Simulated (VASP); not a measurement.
# CuSi16 (a cell with a defect) in VASP: single point with PBE

Aim: the single point of CuSi16 (a cell with a defect) with PBE.

All numbers are computed with VASP 6.6.1; they aren't measurements. Logs are shortened: lines on timing, memory, paths and dates and some standing lists are left out, and cuts for length are marked.

## 1. The cell of the first run

The cell holds a defect, 17 atoms: a = 7.679 Å, b = 7.679 Å, c = 7.679 Å, α = 60.00°, β = 60.00°, γ = 60.00°.

## 2. Single point, PBE

INCAR reads:

```
PREC = Accurate ; ENCUT = 520
EDIFF = 1E-6 ; ISMEAR = 0
SIGMA = 0.05 ; LREAL = Auto
LASPH = True ; NELM = 60
ALGO = Normal ; ISIF = 2
LWAVE = False ; LCHARG = True
GGA = PE ; LELF = True
LVHAR = True ; NBANDS = 52
NELECT = 74.0
```

KPOINTS reads:

```
Automatic mesh
0
Gamma
  2 2 2
```

POSCAR reads:

```
CuSi16
1.0
    0.0000000000      5.4300000000      5.4300000000
    5.4300000000      0.0000000000      5.4300000000
    5.4300000000      5.4300000000      0.0000000000
Si Cu
16 1
Direct
   -0.0036157459      0.0000122468      0.0103582873
    0.1352033149      0.1268546961      0.1175064457
    0.0125852670     -0.0055596685      0.5021793738
    0.1190837017      0.1290505525      0.6356958564
    0.0018744015      0.4996362799      0.0096646409
    0.1210018416      0.6278392265      0.1341545120
   -0.0035153775      0.5019402394      0.5078536832
    0.1267519337      0.6174552486      0.6350696133
    0.5133121547      0.0085484346     -0.0322767956
    0.6236733886      0.1265593923      0.1182034070
    0.4937960405     -0.0046019337      0.5046310313
    0.6436046041      0.1220865562      0.5966020258
    0.4926740331      0.4992195212      0.0104088398
    0.6298566298      0.6269888582      0.1174406077
    0.5032533149      0.4901886740      0.5063778085
    0.6234563536      0.6177353591      0.6356988950
    0.4019220994      0.8673305709      0.3400861878
```

Potentials or basis: VASP PAW PBE potentials, release 64 (Si, Cu).

The run is started by

```bash
cat potpaw_PBE.64/Si/POTCAR potpaw_PBE.64/Cu/POTCAR > POTCAR
mpirun -np 1 vasp_std > vasp.out
```

OUTCAR:

```text
PREC = Accurate
   ENCUT = 520
   EDIFF = 1E-6
   ISMEAR = 0
   LREAL = Auto
   LASPH = True
   NELM = 60
   ISIF = 2
   GGA = PE
   NELECT = 74.0

 ion  position               nearest neighbor table
   1  0.996  0.000  0.010-   6 2.33  10 2.34   2 2.34   4 2.35
   2  0.135  0.127  0.118-   5 2.34   1 2.34   9 2.38   3 2.41  17 2.66
   3  0.013  0.994  0.502-  12 2.32   4 2.35   8 2.36   2 2.41  17 2.45
   4  0.119  0.129  0.636-   7 2.34   1 2.35  11 2.35   3 2.35
   5  0.002  0.500  0.010-   6 2.33  14 2.34   2 2.34   8 2.35
   6  0.121  0.628  0.134-  13 2.33   5 2.33   1 2.33   7 2.34
   7  0.996  0.502  0.508-   4 2.34   8 2.34  16 2.34   6 2.34
   8  0.127  0.617  0.635-   7 2.34   5 2.35  15 2.36   3 2.36  17 2.86
   9  0.513  0.009  0.968-  12 2.33  17 2.34   2 2.38  10 2.38  14 2.40
  10  0.624  0.127  0.118-  13 2.34   1 2.34   9 2.38  11 2.42  17 2.62
  11  0.494  0.995  0.505-  12 2.32   4 2.35  16 2.37  10 2.42  17 2.43
  12  0.644  0.122  0.597-  15 2.32  11 2.32   3 2.32   9 2.33
  13  0.493  0.499  0.010-   6 2.33  14 2.34  10 2.34  16 2.35
  14  0.630  0.627  0.117-   5 2.34  13 2.34   9 2.40  15 2.44  17 2.52
  15  0.503  0.490  0.506-  12 2.32   8 2.36  16 2.36  17 2.38  14 2.44
  16  0.623  0.618  0.636-   7 2.34  13 2.35  15 2.36  11 2.37  17 2.82
  17  0.402  0.867  0.340-   9 2.34  15 2.38  11 2.43   3 2.45  14 2.52  10 2.62   2 2.66  16 2.82
                             8 2.86

  LATTYP: Found a face centered cubic cell.
 ALAT       =    10.8600000000

  Lattice vectors:

 A1 = (   0.0000000000,   5.4300000000,   5.4300000000)
 A2 = (   5.4300000000,   0.0000000000,   5.4300000000)
 A3 = (   5.4300000000,   5.4300000000,   0.0000000000)

Analysis of symmetry for initial positions (statically):
=====================================================================
 Subroutine PRICEL returns:
 Original cell was already a primitive cell.

 Routine SETGRP: Setting up the symmetry group for a
 face centered cubic supercell.

 Subroutine GETGRP returns: Found  1 space group operations
 (whereof  1 operations were pure point group operations)
 out of a pool of 48 trial point group operations.

The static configuration has the point symmetry C_1 .

Analysis of symmetry for dynamics (positions and initial velocities):
=====================================================================
 Subroutine PRICEL returns:
 Original cell was already a primitive cell.

 Routine SETGRP: Setting up the symmetry group for a
 face centered cubic supercell.

 Subroutine GETGRP returns: Found  1 space group operations
 (whereof  1 operations were pure point group operations)
 out of a pool of 48 trial point group operations.

The dynamic configuration has the point symmetry C_1 .

 Subroutine INISYM returns: Found  1 space group operations
 (whereof  1 operations are pure point group operations),
 and found     1 'primitive' translations

----------------------------------------------------------------------------------------

                                     Primitive cell

  volume of cell :     320.2060

  direct lattice vectors                    reciprocal lattice vectors
     0.000000000  5.430000000  5.430000000    -0.092081031  0.092081031  0.092081031
     5.430000000  0.000000000  5.430000000     0.092081031 -0.092081031  0.092081031
     5.430000000  5.430000000  0.000000000     0.092081031  0.092081031 -0.092081031

  length of vectors
     7.679179644  7.679179644  7.679179644     0.159489025  0.159489025  0.159489025

  position of ions in fractional coordinates (direct lattice)
     0.996384254  0.000012247  0.010358287
     0.135203315  0.126854696  0.117506446
     0.012585267  0.994440332  0.502179374
     0.119083702  0.129050552  0.635695856
     0.001874401  0.499636280  0.009664641
     0.121001842  0.627839227  0.134154512
[... 9 lines left out ...]
     0.623456354  0.617735359  0.635698895
     0.401922099  0.867330571  0.340086188

  ion indices of the primitive-cell ions
   primitive index   ion index
                 1           1
                 2           2
                 3           3
                 4           4
                 5           5
                 6           6
[... 9 lines left out ...]
                16          16
                17          17

----------------------------------------------------------------------------------------

 KPOINTS: Automatic mesh

Automatic generation of k-mesh.
 Grid dimensions read from file:
 generate k-points for:    2    2    2

 Generating k-lattice:

  Cartesian coordinates                     Fractional coordinates (reciprocal lattice)
    -0.046040516  0.046040516  0.046040516     0.500000000  0.000000000  0.000000000
     0.046040516 -0.046040516  0.046040516     0.000000000  0.500000000  0.000000000
     0.046040516  0.046040516 -0.046040516     0.000000000  0.000000000  0.500000000

  Length of vectors
     0.079744512  0.079744512  0.079744512

  Shift w.r.t. Gamma in fractional coordinates (k-lattice)
     0.000000000  0.000000000  0.000000000

 Subroutine IBZKPT returns following result:
 ===========================================

 Found      8 irreducible k-points:

 Following reciprocal coordinates:
            Coordinates               Weight
  0.000000  0.000000  0.000000      1.000000
  0.500000  0.000000  0.000000      1.000000
  0.000000  0.500000  0.000000      1.000000
  0.000000  0.000000  0.500000      1.000000
  0.500000  0.500000  0.500000      1.000000
  0.500000  0.500000  0.000000      1.000000
  0.000000  0.500000  0.500000      1.000000
  0.500000  0.000000  0.500000      1.000000
   k-points           NKPTS =      8   k-points in BZ     NKDIM =      8   number of bands    NBANDS=     52
   number of dos      NEDOS =    301   number of ions     NIONS =     17
   total plane-waves  NPLWV = 216000
   dimension x,y,z NGX =    60 NGY =   60 NGZ =   60
   dimension x,y,z NGXF=   120 NGYF=  120 NGZF=  120
   ions per type =              16   1
   NGX,Y,Z   is equivalent  to a cutoff of  12.99, 12.99, 12.99 a.u.
   NGXF,Y,Z  is equivalent  to a cutoff of  25.98, 25.98, 25.98 a.u.
 SYSTEM =  unknown system
   PREC   = accura    normal or accurate (medium, high low for compatibility)
   ISTART =      0    job   : 0-new  1-cont  2-samecut
   ICHARG =      2    charge: 1-file 2-atom 10-const
   ISPIN  =      1    spin polarized calculation?
   LNONCOLLINEAR =      F non collinear calculations
   LSORBIT =      F    spin-orbit coupling
   LASPH  =      T    aspherical Exc in radial PAW
   ENCUT  =  520.0 eV  38.22 Ry    6.18 a.u.  14.28 14.28 14.28*2*pi/ulx,y,z
   NELM   =     60;   NELMIN=  2; NELMDL= -5     # of ELM steps
   EDIFF  = 0.1E-05   stopping-criterion for ELM
   LREAL  =      T    real-space projection
   EDIFFG = 0.1E-04   stopping-criterion for IOM
   NSW    =      0    number of steps for IOM
   IBRION =     -1    ionic relax: 0-MD 1-quasi-New 2-CG
   NFREE  =      0    steps in history (QN), initial steepest desc. (CG)
   ISIF   =      2    stress and relaxation
   ISYM   =      2    0-nonsym 1-usesym 2-fastsym
   POTIM  = 0.5000    time-step for ionic-motion
   TEBEG  =    0.0;   TEEND  =   0.0 temperature during run
   PSTRESS=    0.0 pullay stress
   NELECT =      74.0000    total number of electrons
   NUPDOWN=      -1.0000    fix difference up-down
   EMIN   =  10.00;   EMAX   =-10.00  energy-range for DOS
   EFERMI =   0.00;   METHOD = LEGACY
   ISMEAR =     0;   SIGMA  =   0.05  broadening in eV -4-tet -1-fermi 0-gaus
   EFERMI_NEDOS =   21; number of points for ismear=-14 and -15
   IALGO  =     38    algorithm
   IMIX   =      4    mixing-type and parameters
     AMIX     =   0.40;   BMIX     =  1.00
     AMIX_MAG =   1.60;   BMIX_MAG =  1.00
  volume/ion in A,a.u.               =      18.84       127.11
  Fermi-wavevector in a.u.,A,eV,Ry     =   1.004636  1.898488 13.732283  1.009294
  Thomas-Fermi vector in A             =   2.137265
   LORBIT       =      0    0 simple, 1 ext, 2 COOP (PROOUT), +10 PAW based schemes
   GGA     = PE    functional components
   LHFCALC =     F    Hartree Fock is set to
   AEXX    =    0.0000 exact exchange contribution
   IVDW    =     0    specifies the selected vdW correction
   LEPSILON=     F    determine dielectric tensor
   LRPA    =     F    only Hartree local field effects (RPA)
 non-spin polarized calculation
 Gauss-broadening in eV      SIGMA  =   0.05
  energy-cutoff  :      520.00
  volume of cell :      320.21
 maximum number of plane-waves:      8646
 NGX is ok and might be reduce to    60
   NGX = 29   NGY = 29   NGZ = 29

 number of electron      74.0000000 magnetization

 Free energy of the ion-electron system (eV)
  ---------------------------------------------------
  ext. energy  EPLUGINS =         0.00000000
  ---------------------------------------------------
  free energy    TOTEN  =       -94.21402768 eV

  energy without entropy =      -94.21402027  energy(sigma->0) =      -94.21402397

 E-fermi :   6.3721     XC(G=0):  -9.6072

 val. band max:        6.2411885810   @ k =   0.0000   0.0000   0.0000
 cond. band min:       6.5030779643   @ k =   0.0000   0.0000   0.0000
 fundamental gap:      0.2618893833
 Fermi energy:         6.3721343786

 k-point     1 :       0.0000    0.0000    0.0000
  band No.  band energies     occupation
      1      -5.8963      2.00000
      2      -3.5415      2.00000
      3      -3.5115      2.00000
      4      -3.4814      2.00000
      5      -3.4715      2.00000
      6      -2.0473      2.00000
[... 41 lines left out ...]
     48       8.4771      0.00000
     49       8.7030      0.00000

 k-point     2 :       0.5000    0.0000    0.0000
  band No.  band energies     occupation
      1      -5.2342      2.00000
      2      -4.9277      2.00000
      3      -3.2884      2.00000
      4      -3.2637      2.00000
      5      -3.1826      2.00000
      6      -3.0429      2.00000
[... 41 lines left out ...]
     48       9.7909      0.00000
     49       9.8962      0.00000

 k-point     3 :       0.0000    0.5000    0.0000
  band No.  band energies     occupation
      1      -5.2175      2.00000
      2      -4.9472      2.00000
      3      -3.3038      2.00000
      4      -3.2641      2.00000
      5      -3.1672      2.00000
      6      -3.0374      2.00000
[... 41 lines left out ...]
     48       9.7710      0.00000
     49       9.9247      0.00000

 k-point     4 :       0.0000    0.0000    0.5000
  band No.  band energies     occupation
      1      -5.1943      2.00000
      2      -4.9807      2.00000
      3      -3.3284      2.00000
      4      -3.2043      2.00000
      5      -3.1749      2.00000
      6      -3.0346      2.00000
[... 41 lines left out ...]
     48       9.7532      0.00000
     49       9.8218      0.00000

 k-point     5 :       0.5000    0.5000    0.5000
  band No.  band energies     occupation
      1      -5.2308      2.00000
      2      -4.9311      2.00000
      3      -3.2904      2.00000
      4      -3.2678      2.00000
      5      -3.1819      2.00000
      6      -3.0409      2.00000
[... 41 lines left out ...]
     48       9.7895      0.00000
     49       9.9165      0.00000

 k-point     6 :       0.5000    0.5000    0.0000
  band No.  band energies     occupation
      1      -4.9327      2.00000
      2      -4.7263      2.00000
      3      -3.8679      2.00000
      4      -3.7761      2.00000
      5      -3.7540      2.00000
      6      -3.7380      2.00000
[... 41 lines left out ...]
     48      10.5039      0.00000
     49      10.5134      0.00000

 k-point     7 :       0.0000    0.5000    0.5000
  band No.  band energies     occupation
      1      -4.9359      2.00000
      2      -4.7224      2.00000
      3      -3.8692      2.00000
      4      -3.7805      2.00000
      5      -3.7469      2.00000
      6      -3.7414      2.00000
[... 41 lines left out ...]
     48      10.4952      0.00000
     49      10.5310      0.00000

 k-point     8 :       0.5000    0.0000    0.5000
  band No.  band energies     occupation
      1      -4.9316      2.00000
      2      -4.7278      2.00000
      3      -3.8681      2.00000
      4      -3.7764      2.00000
      5      -3.7545      2.00000
      6      -3.7365      2.00000
[... 41 lines left out ...]
     48      10.5040      0.00000
     49      10.5182      0.00000
 [bands above 49 left out]

------------------------ aborting loop because EDIFF is reached ----------------------------------------

  FORCE on cell =-STRESS in cart. coord.  units (eV):
  Direction    XX          YY          ZZ          XY          YZ          ZX
  --------------------------------------------------------------------------------------
  -------------------------------------------------------------------------------------
  Total       -1.4070221     -1.9115834     -1.8233960     -0.1071675     -0.3043702      0.1687766
  in kB       -7.0401518     -9.5647658     -9.1235133     -0.5362217     -1.5229414      0.8444878
  external PRESSURE =      -8.5761436 kB  Pullay stress =       0.0000000 kB

 VOLUME and BASIS-vectors are now :
 -----------------------------------------------------------------------------
  energy-cutoff  :      520.00
  volume of cell :      320.21
      direct lattice vectors                 reciprocal lattice vectors
     0.000000000  5.430000000  5.430000000    -0.092081031  0.092081031  0.092081031
     5.430000000  0.000000000  5.430000000     0.092081031 -0.092081031  0.092081031
     5.430000000  5.430000000  0.000000000     0.092081031  0.092081031 -0.092081031

 POSITION                                       TOTAL-FORCE (eV/Angst)
 -----------------------------------------------------------------------------------
      0.05631      5.46661      5.41043        -0.008895      0.006089     -0.007404
      1.32688      1.37221      1.42297        -0.010635     -0.000440     -0.007385
      8.12664      2.79517      5.46815         0.007970      0.000018     -0.008326
      4.15257      4.09845      1.34737        -0.003275      0.014540      0.003478
      2.76550      0.06266      2.72320        -0.013854      0.004347     -0.009149
      4.13763      1.38550      4.06621         0.000108      0.003910     -0.017903
[... 9 lines left out ...]
      6.80615      6.83721      6.73967         0.006495      0.000813      0.007641
      6.55627      4.02910      6.89204         0.027328     -0.034411      0.027617
 -----------------------------------------------------------------------------------
    total drift:                               -0.003382     -0.002106     -0.007277

  FREE ENERGIE OF THE ION-ELECTRON SYSTEM (eV)
  ---------------------------------------------------
  free  energy   TOTEN  =       -94.2140276763 eV

  energy  without entropy=      -94.2140202673  energy(sigma->0) =      -94.21402397
```

Run time: 4.2 min. Hardware: 1 thread of Intel Xeon 6975P-C (Granite Rapids), shared host; peak memory 0.48 GiB.

What came out:

| Property | Result |
| --- | --- |
| Free energy | -94.2140 eV |
| Largest force | 0.052 eV/Å |

Forces on the atoms (eV/Å):
```
Si  -0.009  0.006 -0.007
Si  -0.011  0.000 -0.007
Si   0.008  0.000 -0.008
Si  -0.003  0.015  0.003
Si  -0.014  0.004 -0.009
Si   0.000  0.004 -0.018
Si  -0.002  0.008 -0.013
Si  -0.002 -0.003 -0.009
Si  -0.001 -0.014  0.022
Si   0.006  0.015  0.002
Si  -0.005  0.008  0.017
Si   0.001 -0.013  0.014
Si  -0.011 -0.001 -0.012
Si  -0.002  0.001 -0.012
Si   0.011  0.004  0.003
Si   0.006  0.001  0.008
Cu   0.027 -0.034  0.028
```

Caveat: the k points lie up to 0.50 Å⁻¹ apart; the cell carries a net charge on a neutralising background, which shifts energy and pressure; the cell is charged against a uniform background, so pressure and absolute levels hang on convention.
